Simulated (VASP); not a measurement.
# Ir (I4/mmm) in VASP: a series of runs, part 2 of 4

VASP 6.6.1. Earlier steps stand in the parts before.

## Step 3: Single point, LDA

This run uses another cell than the first one, of the same volume but with other edges.

INCAR reads:

```
SYSTEM = Ir
ALGO = Normal ; EDIFF = 1E-7
ENCUT = 520 ; ISIF = 2
ISMEAR = 0 ; LASPH = .TRUE.
LCHARG = .FALSE. ; LREAL = .FALSE.
LWAVE = .FALSE. ; NBANDS = 10
NELM = 100 ; PREC = Accurate
SIGMA = 0.15
```

KPOINTS reads:

```
k-points
0
G
  8 8 8
  0 0 0
```

POSCAR reads:

```
Ir
1.0
    0.0000000000      1.8596696490      2.0456366139
    1.8596696490      0.0000000000      2.0456366139
    1.8596696490      1.8596696490      0.0000000000
Ir
1
Direct
    0.0000000000      0.0000000000      0.0000000000
```

Potentials or basis: VASP PAW LDA potentials, release 64 (Ir).

Run with:

```console
$ cat potpaw_LDA.64/Ir/POTCAR > POTCAR
$ mpirun -np 1 vasp_std > vasp.out
```

OUTCAR:

```text
SYSTEM = Ir
   EDIFF = 1E-7
   ENCUT = 520
   ISIF = 2
   ISMEAR = 0
   LASPH = .TRUE.
   LREAL = .FALSE.
   NELM = 100
   PREC = Accurate

 ion  position               nearest neighbor table
   1  0.000  0.000  0.000-

  LATTYP: Found a body centered tetragonal cell.
 ALAT       =     2.6299700391
 C/A-ratio  =     1.5556349186

  Lattice vectors:

 A1 = (  -1.8596696490,   0.0000000000,   2.0456366139)
 A2 = (   1.8596696490,   0.0000000000,   2.0456366139)
 A3 = (   0.0000000000,   1.8596696490,  -2.0456366139)

Analysis of symmetry for initial positions (statically):
=====================================================================
 Subroutine PRICEL returns:
 Original cell was already a primitive cell.

 Routine SETGRP: Setting up the symmetry group for a
 body centered tetragonal supercell.

 Subroutine GETGRP returns: Found 16 space group operations
 (whereof 16 operations were pure point group operations)
 out of a pool of 16 trial point group operations.

The static configuration has the point symmetry D_4h.

Analysis of symmetry for dynamics (positions and initial velocities):
=====================================================================
 Subroutine PRICEL returns:
 Original cell was already a primitive cell.

 Routine SETGRP: Setting up the symmetry group for a
 body centered tetragonal supercell.

 Subroutine GETGRP returns: Found 16 space group operations
 (whereof 16 operations were pure point group operations)
 out of a pool of 16 trial point group operations.

The dynamic configuration has the point symmetry D_4h.

 Subroutine INISYM returns: Found 16 space group operations
 (whereof 16 operations are pure point group operations),
 and found     1 'primitive' translations

----------------------------------------------------------------------------------------

                                     Primitive cell

  volume of cell :      14.1491

  direct lattice vectors                    reciprocal lattice vectors
     0.000000000  1.859669649  2.045636614    -0.268864957  0.268864957  0.244422688
     1.859669649  0.000000000  2.045636614     0.268864957 -0.268864957  0.244422688
     1.859669649  1.859669649  0.000000000     0.268864957  0.268864957 -0.244422688

  length of vectors
     2.764597685  2.764597685  2.629970039     0.452016792  0.452016792  0.452016792

  position of ions in fractional coordinates (direct lattice)
     0.000000000  0.000000000  0.000000000

  ion indices of the primitive-cell ions
   primitive index   ion index
                 1           1

----------------------------------------------------------------------------------------

 KPOINTS: k-points

Automatic generation of k-mesh.
 Grid dimensions read from file:
 generate k-points for:    8    8    8

 Generating k-lattice:

  Cartesian coordinates                     Fractional coordinates (reciprocal lattice)
    -0.033608120  0.033608120  0.030552836     0.125000000  0.000000000  0.000000000
     0.033608120 -0.033608120  0.030552836     0.000000000  0.125000000  0.000000000
     0.033608120  0.033608120 -0.030552836     0.000000000  0.000000000  0.125000000

  Length of vectors
     0.056502099  0.056502099  0.056502099

  Shift w.r.t. Gamma in fractional coordinates (k-lattice)
     0.000000000  0.000000000  0.000000000

 Subroutine IBZKPT returns following result:
 ===========================================

 Found     59 irreducible k-points:

 Following reciprocal coordinates:
            Coordinates               Weight
  0.000000  0.000000  0.000000      1.000000
  0.125000  0.000000  0.000000      8.000000
  0.250000  0.000000  0.000000      8.000000
  0.375000  0.000000  0.000000      8.000000
  0.500000  0.000000  0.000000      4.000000
  0.125000  0.125000  0.000000      2.000000
[... 16 lines left out ...]
  0.250000  0.000000  0.125000     16.000000
  0.375000  0.000000  0.125000     16.000000
 [... further k-points ...]
   k-points           NKPTS =     59   k-points in BZ     NKDIM =     59   number of bands    NBANDS=     10
   number of dos      NEDOS =    301   number of ions     NIONS =      1
   total plane-waves  NPLWV =  11520
   dimension x,y,z NGX =    24 NGY =   24 NGZ =   20
   dimension x,y,z NGXF=    48 NGYF=   48 NGZF=   40
   ions per type =               1
   NGX,Y,Z   is equivalent  to a cutoff of  14.43, 14.43, 12.64 a.u.
   NGXF,Y,Z  is equivalent  to a cutoff of  28.86, 28.86, 25.28 a.u.
 SYSTEM =  Ir
   PREC   = accura    normal or accurate (medium, high low for compatibility)
   ISTART =      0    job   : 0-new  1-cont  2-samecut
   ICHARG =      2    charge: 1-file 2-atom 10-const
   ISPIN  =      1    spin polarized calculation?
   LNONCOLLINEAR =      F non collinear calculations
   LSORBIT =      F    spin-orbit coupling
   LASPH  =      T    aspherical Exc in radial PAW
   ENCUT  =  520.0 eV  38.22 Ry    6.18 a.u.   5.14  5.14  4.89*2*pi/ulx,y,z
   NELM   =    100;   NELMIN=  2; NELMDL= -5     # of ELM steps
   EDIFF  = 0.1E-06   stopping-criterion for ELM
   LREAL  =      F    real-space projection
   EDIFFG = 0.1E-05   stopping-criterion for IOM
   NSW    =      0    number of steps for IOM
   IBRION =     -1    ionic relax: 0-MD 1-quasi-New 2-CG
   NFREE  =      0    steps in history (QN), initial steepest desc. (CG)
   ISIF   =      2    stress and relaxation
   ISYM   =      2    0-nonsym 1-usesym 2-fastsym
   POTIM  = 0.5000    time-step for ionic-motion
   TEBEG  =    0.0;   TEEND  =   0.0 temperature during run
   PSTRESS=    0.0 pullay stress
   NELECT =       9.0000    total number of electrons
   NUPDOWN=      -1.0000    fix difference up-down
   EMIN   =  10.00;   EMAX   =-10.00  energy-range for DOS
   EFERMI =   0.00;   METHOD = LEGACY
   ISMEAR =     0;   SIGMA  =   0.15  broadening in eV -4-tet -1-fermi 0-gaus
   EFERMI_NEDOS =   21; number of points for ismear=-14 and -15
   IALGO  =     38    algorithm
   IMIX   =      4    mixing-type and parameters
     AMIX     =   0.40;   BMIX     =  1.00
     AMIX_MAG =   1.60;   BMIX_MAG =  1.00
  volume/ion in A,a.u.               =      14.15        95.48
  Fermi-wavevector in a.u.,A,eV,Ry     =   1.407923  2.660589 26.970118  1.982248
  Thomas-Fermi vector in A             =   2.530133
   LORBIT       =      0    0 simple, 1 ext, 2 COOP (PROOUT), +10 PAW based schemes
   GGA     = CA    functional components
   LHFCALC =     F    Hartree Fock is set to
   AEXX    =    0.0000 exact exchange contribution
   IVDW    =     0    specifies the selected vdW correction
   LEPSILON=     F    determine dielectric tensor
   LRPA    =     F    only Hartree local field effects (RPA)
 non-spin polarized calculation
 Gauss-broadening in eV      SIGMA  =   0.15
  energy-cutoff  :      520.00
  volume of cell :       14.15
 maximum number of plane-waves:       392
 NGX is ok and might be reduce to    24

 number of electron       9.0000000 magnetization

 Free energy of the ion-electron system (eV)
  ---------------------------------------------------
  ext. energy  EPLUGINS =         0.00000000
  ---------------------------------------------------
  free energy    TOTEN  =       -10.15838949 eV

  energy without entropy =      -10.13912817  energy(sigma->0) =      -10.14875883

 E-fermi :  10.3311     XC(G=0): -14.1352

 val. band max:       10.3204882167   @ k =  -0.3750   0.0000   0.2500
 cond. band min:      10.3574323162   @ k =  -0.3750   0.0000   0.1250
 fundamental gap:      0.0369440995
 Fermi energy:        10.3310502605

 k-point     1 :       0.0000    0.0000    0.0000
  band No.  band energies     occupation
      1      -0.7937      2.00000
      2       5.5503      2.00000
      3       6.9098      2.00000
      4       6.9098      2.00000
      5       8.1956      2.00000
      6       9.9483      1.99969
      7      24.8037      0.00000
      8      28.3707      0.00000
      9      31.1975      0.00000
     10      31.1975      0.00000
[... 287 lines left out ...]
 k-point    24 :       0.3750    0.0000    0.1250
  band No.  band energies     occupation
      1       2.6758      2.00000
      2       5.8657      2.00000
      3       6.3221      2.00000
      4       7.1602      2.00000
      5      10.4374      0.31606
      6      10.7926      0.00001
      7      21.8265      0.00000
      8      26.4691      0.00000
      9      29.7668      0.00000
     10      32.0573      0.00000

 [... further k-points ...]

------------------------ aborting loop because EDIFF is reached ----------------------------------------

  FORCE on cell =-STRESS in cart. coord.  units (eV):
  Direction    XX          YY          ZZ          XY          YZ          ZX
  --------------------------------------------------------------------------------------
  -------------------------------------------------------------------------------------
  Total        0.7703458      0.7703458     -2.2081981      0.0000000     -0.0000000     -0.0000000
  in kB       87.2300633     87.2300633   -250.0451959      0.0000000     -0.0000000     -0.0000000
  external PRESSURE =     -25.1950231 kB  Pullay stress =       0.0000000 kB

 VOLUME and BASIS-vectors are now :
 -----------------------------------------------------------------------------
  energy-cutoff  :      520.00
  volume of cell :       14.15
      direct lattice vectors                 reciprocal lattice vectors
     0.000000000  1.859669649  2.045636614    -0.268864957  0.268864957  0.244422688
     1.859669649  0.000000000  2.045636614     0.268864957 -0.268864957  0.244422688
     1.859669649  1.859669649  0.000000000     0.268864957  0.268864957 -0.244422688

 POSITION                                       TOTAL-FORCE (eV/Angst)
 -----------------------------------------------------------------------------------
      0.00000      0.00000      0.00000        -0.000000      0.000000      0.000000
 -----------------------------------------------------------------------------------
    total drift:                               -0.000000     -0.000000     -0.000000

  FREE ENERGIE OF THE ION-ELECTRON SYSTEM (eV)
  ---------------------------------------------------
  free  energy   TOTEN  =       -10.1583894921 eV

  energy  without entropy=      -10.1391281652  energy(sigma->0) =      -10.14875883
```

OSZICAR:

```text
N       E                     dE             d eps       ncg     rms          rms(c)
DAV:   1     0.480816425776E+02    0.48082E+02   -0.43497E+03  1196   0.815E+02
DAV:   2    -0.979043472252E+01   -0.57872E+02   -0.54891E+02  1198   0.198E+02
DAV:   3    -0.107540284912E+02   -0.96359E+00   -0.95725E+00  1356   0.318E+01
DAV:   4    -0.107625870732E+02   -0.85586E-02   -0.85567E-02  1378   0.277E+00
DAV:   5    -0.107627610280E+02   -0.17395E-03   -0.17395E-03  1338   0.380E-01    0.160E+01
DAV:   6    -0.102520306952E+02    0.51073E+00   -0.90984E-01  1336   0.117E+01    0.645E+00
DAV:   7    -0.101655354295E+02    0.86495E-01   -0.24203E-01  1468   0.545E+00    0.162E+00
DAV:   8    -0.101594641780E+02    0.60713E-02   -0.26756E-03  1294   0.653E-01    0.568E-01
DAV:   9    -0.101583908716E+02    0.10733E-02   -0.84760E-04  1354   0.436E-01    0.426E-02
DAV:  10    -0.101583893301E+02    0.15415E-05   -0.71966E-06  1564   0.262E-02    0.652E-03
DAV:  11    -0.101583894958E+02   -0.16563E-06   -0.19730E-07  1356   0.297E-03    0.536E-04
DAV:  12    -0.101583894921E+02    0.36320E-08   -0.46778E-09   672   0.646E-04
   1 F= -.10158389E+02 E0= -.10148759E+02  d E =-.192613E-01
```

stdout:

```text
POSCAR found type information on POSCAR Ir
 POSCAR found :  1 types and       1 ions
 scaLAPACK will be used
 LDA part: xc-table for (Slater(with rela. corr.)+CA(PZ))
 , standard interpolation
 POSCAR, INCAR and KPOINTS ok, starting setup
 FFT: planning ... GRIDC
 FFT: planning ... GRID_SOFT
 FFT: planning ... GRID
 WAVECAR not read
 entering main loop
```

It took 4.9 s on 1 thread of AMD EPYC 9R45 (Zen 5), shared host; peak memory 0.1 GiB.

Results:

```
Free energy : -10.1584 eV
Pressure    : -2.5 GPa
```

Stress tensor (GPa, compression positive):
```
  8.72   0.00   0.00
  0.00   8.72   0.00
  0.00   0.00 -25.00
```

Caveat: spin-orbit coupling is left out, which moves the levels of the heavy elements.

(Part 2 of 4 ends here.)
